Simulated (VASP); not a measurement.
# PbO (P6_3/mmc) in VASP: notebook

Runs on PbO. Level: PBE. Tasks: single point.

All numbers are computed with VASP 6.6.1; they aren't measurements. Logs are shortened: lines on timing, memory, paths and dates and some standing lists are left out, and cuts for length are marked.

## (1) The cell of the first run

It takes space group P6_3/mmc (No. 194, hexagonal). Conventional cell: a = 3.538 Å, b = 3.538 Å, c = 6.375 Å, α = 90.00°, β = 90.00°, γ = 120.00°. Pb (site symmetry -3m) has 6 O at 2.59 Å and 2 Pb at 3.19 Å within 3.4 Å. O (site symmetry -6m2) has 6 Pb at 2.59 Å within 3.4 Å.

## (2) Single point, PBE (volume changed by -6%)

INCAR

```
SYSTEM = PbO
ALGO = Normal
EDIFF = 1E-6
ENCUT = 520
GGA = PE
ISIF = 2
ISMEAR = -1
LASPH = .True.
LCHARG = .False.
LREAL = .False.
LWAVE = .False.
NBANDS = 28
NELM = 80
PREC = Accurate
SIGMA = 0.02
```

KPOINTS

```
k-points
0
Gamma
  6 6 4
  0 0 0
```

POSCAR

```
PbO
1.0
    3.5377389903      0.0000000000      0.0000000000
   -1.7688694952      3.0637718376      0.0000000000
    0.0000000000      0.0000000000      6.3750245889
Pb O
2 2
Direct
    0.0000000000      0.0000000000      0.0000000000
    0.0000000000      0.0000000000      0.5000000000
    0.3333333333      0.6666666667      0.2500000000
    0.6666666667      0.3333333333      0.7500000000
```

Potentials or basis: VASP PAW PBE potentials, release 64 (Pb_d, O).

The run is started by

```
cat potpaw_PBE.64/Pb_d/POTCAR potpaw_PBE.64/O/POTCAR > POTCAR
mpirun -np 1 vasp_std > vasp.out
```

OUTCAR:

```text
SYSTEM = PbO
   EDIFF = 1E-6
   ENCUT = 520
   GGA = PE
   ISIF = 2
   ISMEAR = -1
   LASPH = .True.
   LREAL = .False.
   NELM = 80
   PREC = Accurate

 ion  position               nearest neighbor table
   1  0.000  0.000  0.000-   3 2.59   4 2.59   4 2.59   3 2.59   4 2.59   3 2.59   2 3.19   2 3.19

   2  0.000  0.000  0.500-   3 2.59   4 2.59   4 2.59   3 2.59   4 2.59   3 2.59   1 3.19   1 3.19

   3  0.333  0.667  0.250-   1 2.59   2 2.59   1 2.59   2 2.59   1 2.59   2 2.59
   4  0.667  0.333  0.750-   1 2.59   2 2.59   1 2.59   2 2.59   1 2.59   2 2.59

  LATTYP: Found a hexagonal cell.
 ALAT       =     3.5377389903
 C/A-ratio  =     1.8020053504

  Lattice vectors:

 A1 = (   3.5377389903,   0.0000000000,   0.0000000000)
 A2 = (  -1.7688694952,   3.0637718376,   0.0000000000)
 A3 = (   0.0000000000,   0.0000000000,   6.3750245889)

Analysis of symmetry for initial positions (statically):
=====================================================================
 Subroutine PRICEL returns:
 Original cell was already a primitive cell.

 Routine SETGRP: Setting up the symmetry group for a
 hexagonal supercell.

 Subroutine GETGRP returns: Found 24 space group operations
 (whereof 12 operations were pure point group operations)
 out of a pool of 24 trial point group operations.

The static configuration has the point symmetry D_3d.
 The point group associated with its full space group is D_6h.

Analysis of symmetry for dynamics (positions and initial velocities):
=====================================================================
 Subroutine PRICEL returns:
 Original cell was already a primitive cell.

 Routine SETGRP: Setting up the symmetry group for a
 hexagonal supercell.

 Subroutine GETGRP returns: Found 24 space group operations
 (whereof 12 operations were pure point group operations)
 out of a pool of 24 trial point group operations.

The dynamic configuration has the point symmetry D_3d.
 The point group associated with its full space group is D_6h.

 Subroutine INISYM returns: Found 24 space group operations
 (whereof 12 operations are pure point group operations),
 and found     1 'primitive' translations

----------------------------------------------------------------------------------------

                                     Primitive cell

  volume of cell :      69.0978

  direct lattice vectors                    reciprocal lattice vectors
     3.537738990  0.000000000  0.000000000     0.282666416  0.163197531  0.000000000
    -1.768869495  3.063771838  0.000000000     0.000000000  0.326395062  0.000000000
     0.000000000  0.000000000  6.375024589     0.000000000  0.000000000  0.156862140

  length of vectors
     3.537738990  3.537738990  6.375024589     0.326395062  0.326395062  0.156862140

  position of ions in fractional coordinates (direct lattice)
     0.000000000  0.000000000  0.000000000
     0.000000000  0.000000000  0.500000000
     0.333333333  0.666666667  0.250000000
     0.666666667  0.333333333  0.750000000

  ion indices of the primitive-cell ions
   primitive index   ion index
                 1           1
                 2           2
                 3           3
                 4           4

----------------------------------------------------------------------------------------

 KPOINTS: k-points

Automatic generation of k-mesh.
 Grid dimensions read from file:
 generate k-points for:    6    6    4

 Generating k-lattice:

  Cartesian coordinates                     Fractional coordinates (reciprocal lattice)
     0.047111069  0.027199589  0.000000000     0.166666667 -0.000000000  0.000000000
     0.000000000  0.054399177  0.000000000     0.000000000  0.166666667  0.000000000
     0.000000000  0.000000000  0.039215535     0.000000000  0.000000000  0.250000000

  Length of vectors
     0.054399177  0.054399177  0.039215535

  Shift w.r.t. Gamma in fractional coordinates (k-lattice)
     0.000000000  0.000000000  0.000000000

 Subroutine IBZKPT returns following result:
 ===========================================

 Found     21 irreducible k-points:

 Following reciprocal coordinates:
            Coordinates               Weight
  0.000000  0.000000  0.000000      1.000000
  0.166667  0.000000  0.000000      6.000000
  0.333333  0.000000  0.000000      6.000000
  0.500000  0.000000  0.000000      3.000000
  0.166667  0.166667  0.000000      6.000000
  0.333333  0.166667  0.000000     12.000000
[... 13 lines left out ...]
  0.333333  0.166667  0.500000     12.000000
  0.333333  0.333333  0.500000      2.000000
   k-points           NKPTS =     21   k-points in BZ     NKDIM =     21   number of bands    NBANDS=     28
   number of dos      NEDOS =    301   number of ions     NIONS =      4
   total plane-waves  NPLWV =  37632
   dimension x,y,z NGX =    28 NGY =   28 NGZ =   48
   dimension x,y,z NGXF=    56 NGYF=   56 NGZF=   96
   ions per type =               2   2
   NGX,Y,Z   is equivalent  to a cutoff of  13.16, 13.16, 12.52 a.u.
   NGXF,Y,Z  is equivalent  to a cutoff of  26.32, 26.32, 25.03 a.u.
 SYSTEM =  PbO
   PREC   = accura    normal or accurate (medium, high low for compatibility)
   ISTART =      0    job   : 0-new  1-cont  2-samecut
   ICHARG =      2    charge: 1-file 2-atom 10-const
   ISPIN  =      1    spin polarized calculation?
   LNONCOLLINEAR =      F non collinear calculations
   LSORBIT =      F    spin-orbit coupling
   LASPH  =      T    aspherical Exc in radial PAW
   ENCUT  =  520.0 eV  38.22 Ry    6.18 a.u.   6.58  6.58 11.85*2*pi/ulx,y,z
   NELM   =     80;   NELMIN=  2; NELMDL= -5     # of ELM steps
   EDIFF  = 0.1E-05   stopping-criterion for ELM
   LREAL  =      F    real-space projection
   EDIFFG = 0.1E-04   stopping-criterion for IOM
   NSW    =      0    number of steps for IOM
   IBRION =     -1    ionic relax: 0-MD 1-quasi-New 2-CG
   NFREE  =      0    steps in history (QN), initial steepest desc. (CG)
   ISIF   =      2    stress and relaxation
   ISYM   =      2    0-nonsym 1-usesym 2-fastsym
   POTIM  = 0.5000    time-step for ionic-motion
   TEBEG  =    0.0;   TEEND  =   0.0 temperature during run
   PSTRESS=    0.0 pullay stress
   NELECT =      40.0000    total number of electrons
   NUPDOWN=      -1.0000    fix difference up-down
   EMIN   =  10.00;   EMAX   =-10.00  energy-range for DOS
   EFERMI =   0.00;   METHOD = LEGACY
   ISMEAR =    -1;   SIGMA  =   0.02  broadening in eV -4-tet -1-fermi 0-gaus
   EFERMI_NEDOS =   21; number of points for ismear=-14 and -15
   IALGO  =     38    algorithm
   IMIX   =      4    mixing-type and parameters
     AMIX     =   0.40;   BMIX     =  1.00
     AMIX_MAG =   1.60;   BMIX_MAG =  1.00
  volume/ion in A,a.u.               =      17.27       116.57
  Fermi-wavevector in a.u.,A,eV,Ry     =   1.364395  2.578333 25.328250  1.861574
  Thomas-Fermi vector in A             =   2.490715
   LORBIT       =      0    0 simple, 1 ext, 2 COOP (PROOUT), +10 PAW based schemes
   GGA     = PE    functional components
   LHFCALC =     F    Hartree Fock is set to
   AEXX    =    0.0000 exact exchange contribution
   IVDW    =     0    specifies the selected vdW correction
   LEPSILON=     F    determine dielectric tensor
   LRPA    =     F    only Hartree local field effects (RPA)
 non-spin polarized calculation
  energy-cutoff  :      520.00
  volume of cell :       69.10
 maximum number of plane-waves:      1907
 NGX is ok and might be reduce to    28
   NGX = 13   NGY = 13   NGZ = 23

 number of electron      40.0000001 magnetization

 Free energy of the ion-electron system (eV)
  ---------------------------------------------------
  ext. energy  EPLUGINS =         0.00000000
  ---------------------------------------------------
  free energy    TOTEN  =       -20.34023302 eV

  energy without entropy =      -20.33935935  energy(sigma->0) =      -20.33979618

 E-fermi :   6.9616     XC(G=0): -10.7805

 val. band max:        6.9248947639   @ k =   0.5000   0.0000   0.0000
 cond. band min:       7.1316301816   @ k =   0.3333   0.3333   0.0000
 fundamental gap:      0.2067354177
 Fermi energy:         6.9615602128

 k-point     1 :       0.0000    0.0000    0.0000
  band No.  band energies     occupation
      1     -11.0143      2.00000
      2     -10.3591      2.00000
      3      -9.9433      2.00000
      4      -9.6714      2.00000
      5      -9.6714      2.00000
      6      -9.6269      2.00000
[... 20 lines left out ...]
     27      16.7263      0.00000
     28      17.5738      0.00000

 k-point     2 :       0.1667    0.0000    0.0000
  band No.  band energies     occupation
      1     -10.8778      2.00000
      2     -10.6430      2.00000
      3      -9.9168      2.00000
      4      -9.6605      2.00000
      5      -9.6451      2.00000
      6      -9.6128      2.00000
[... 20 lines left out ...]
     27      15.7200      0.00000
     28      17.5731      0.00000

 k-point     3 :       0.3333    0.0000    0.0000
  band No.  band energies     occupation
      1     -11.0321      2.00000
      2     -10.4667      2.00000
      3      -9.8877      2.00000
      4      -9.6934      2.00000
      5      -9.6865      2.00000
      6      -9.6253      2.00000
[... 20 lines left out ...]
     27      15.5393      0.00000
     28      18.3203      0.00000

 k-point     4 :       0.5000    0.0000    0.0000
  band No.  band energies     occupation
      1     -11.1505      2.00000
      2     -10.2525      2.00000
      3      -9.8942      2.00000
      4      -9.7197      2.00000
      5      -9.7079      2.00000
      6      -9.6379      2.00000
[... 20 lines left out ...]
     27      15.9774      0.00000
     28      18.0558      0.00000

 k-point     5 :       0.1667    0.1667    0.0000
  band No.  band energies     occupation
      1     -10.8829      2.00000
      2     -10.6888      2.00000
      3      -9.8959      2.00000
      4      -9.6746      2.00000
      5      -9.6454      2.00000
      6      -9.5913      2.00000
[... 20 lines left out ...]
     27      15.7822      0.00000
     28      18.1873      0.00000

 k-point     6 :       0.3333    0.1667    0.0000
  band No.  band energies     occupation
      1     -11.0392      2.00000
      2     -10.5488      2.00000
      3      -9.8793      2.00000
      4      -9.6789      2.00000
      5      -9.6540      2.00000
      6      -9.5599      2.00000
[... 370 lines left out ...]
      5      -9.5470      2.00000
      6      -9.5470      2.00000
[... 20 lines left out ...]
     27      15.4307      0.00000
     28      15.4307      0.00000

 k-point    19 :       0.1667    0.1667    0.5000
  band No.  band energies     occupation
      1     -10.7808      2.00000
      2     -10.7808      2.00000
      3      -9.6524      2.00000
      4      -9.6524      2.00000
      5      -9.6370      2.00000
      6      -9.6370      2.00000
[... 20 lines left out ...]
     27      17.1666      0.00000
     28      17.1666      0.00000

 k-point    20 :       0.3333    0.1667    0.5000
  band No.  band energies     occupation
      1     -10.8222      2.00000
      2     -10.8222      2.00000
      3      -9.6645      2.00000
      4      -9.6645      2.00000
      5      -9.5756      2.00000
      6      -9.5756      2.00000
[... 20 lines left out ...]
     27      16.9098      0.00000
     28      16.9098      0.00000

 k-point    21 :       0.3333    0.3333    0.5000
  band No.  band energies     occupation
      1     -10.8239      2.00000
      2     -10.8239      2.00000
      3      -9.6001      2.00000
      4      -9.6001      2.00000
      5      -9.5697      2.00000
      6      -9.5697      2.00000
[... 20 lines left out ...]
     27      18.2181      0.00000
     28      18.2181      0.00000

------------------------ aborting loop because EDIFF is reached ----------------------------------------

  FORCE on cell =-STRESS in cart. coord.  units (eV):
  Direction    XX          YY          ZZ          XY          YZ          ZX
  --------------------------------------------------------------------------------------
  -------------------------------------------------------------------------------------
  Total        2.2786082      2.2786082      3.1544940     -0.0000000      0.0000000     -0.0000000
  in kB       52.8343254     52.8343254     73.1435810     -0.0000000      0.0000000     -0.0000000
  external PRESSURE =      59.6040773 kB  Pullay stress =       0.0000000 kB

 VOLUME and BASIS-vectors are now :
 -----------------------------------------------------------------------------
  energy-cutoff  :      520.00
  volume of cell :       69.10
      direct lattice vectors                 reciprocal lattice vectors
     3.537738990  0.000000000  0.000000000     0.282666416  0.163197531  0.000000000
    -1.768869495  3.063771838  0.000000000     0.000000000  0.326395062  0.000000000
     0.000000000  0.000000000  6.375024589     0.000000000  0.000000000  0.156862140

 POSITION                                       TOTAL-FORCE (eV/Angst)
 -----------------------------------------------------------------------------------
      0.00000      0.00000      0.00000        -0.000000      0.000000      0.000000
      0.00000      0.00000      3.18751        -0.000000      0.000000      0.000000
     -0.00000      2.04251      1.59376        -0.000000      0.000000     -0.000000
      1.76887      1.02126      4.78127         0.000000     -0.000000      0.000000
 -----------------------------------------------------------------------------------
    total drift:                                0.000000     -0.000000      0.000000

  FREE ENERGIE OF THE ION-ELECTRON SYSTEM (eV)
  ---------------------------------------------------
  free  energy   TOTEN  =       -20.3402330158 eV

  energy  without entropy=      -20.3393593463  energy(sigma->0) =      -20.33979618
```

Run time: 24 s. Hardware: 1 thread of Intel Xeon 6975P-C (Granite Rapids), shared host; peak memory 0.19 GiB.

What came out:

* Free energy: -20.3402 eV
* Pressure: 6.0 GPa
* Band gap on the k mesh: zero (band 20 reaches 7.13 eV, above the bottom of band 21 at 6.92 eV)

Caveat: spin-orbit coupling is left out, which moves the levels of the heavy elements.

(Part 1 of 2 ends here.)
